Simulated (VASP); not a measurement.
A run of VASP 6.6.1 is set up as follows.

File INCAR:

```
SYSTEM = Be2Se
PREC = Accurate
ENCUT = 600
EDIFF = 1E-6
ISMEAR = 0
SIGMA = 0.1
LREAL = .False.
LASPH = .True.
NELM = 80
ALGO = Normal
ISIF = 3
LWAVE = .False.
LCHARG = .False.
GGA = PE
IBRION = 2
NSW = 90
EDIFFG = -0.04
```

File KPOINTS:

```
regular mesh
0
Gamma
  6 6 6
  0 0 0
```

File POSCAR:

```
Be2Se
1.0
    0.0000000000      2.9954649900      2.9954649900
    2.9954649900      0.0000000000      2.9954649900
    2.9954649900      2.9954649900      0.0000000000
Be Se
2 1
Direct
    0.7500000000      0.7500000000      0.7500000000
    0.2500000000      0.2500000000      0.2500000000
    0.0000000000      0.0000000000      0.0000000000
```

Potentials or basis: VASP PAW PBE potentials, release 64 (Be, Se).

Command:

```console
$ cat potpaw_PBE.64/Be/POTCAR potpaw_PBE.64/Se/POTCAR > POTCAR
$ mpirun -np 1 vasp_std > vasp.out
```

Problem. What does it give for the relaxed volume?

Solution. 15.43 Å³/atom.

Problem. What does it give for the space group after relaxing (to 0.1 Å)?

Solution. Fm-3m (No. 225).

Problem. Predict the band gap on the k mesh.

Solution. Zero (bands 5 and 6 overlap by 1.63 eV).

Problem. Estimate the relaxed cell.

Solution. a = 4.030 Å, b = 4.030 Å, c = 4.030 Å, α = 60.00°, β = 60.00°, γ = 60.00°.

Step by step:
```csv
step,energy change (eV),largest force (eV/Å),pressure (GPa),volume (Å³)
1,0.0000,0.0000,-6.32,53.76
2,-0.1560,0.0000,-2.64,48.44
3,-0.1769,0.0000,-0.35,46.28
```
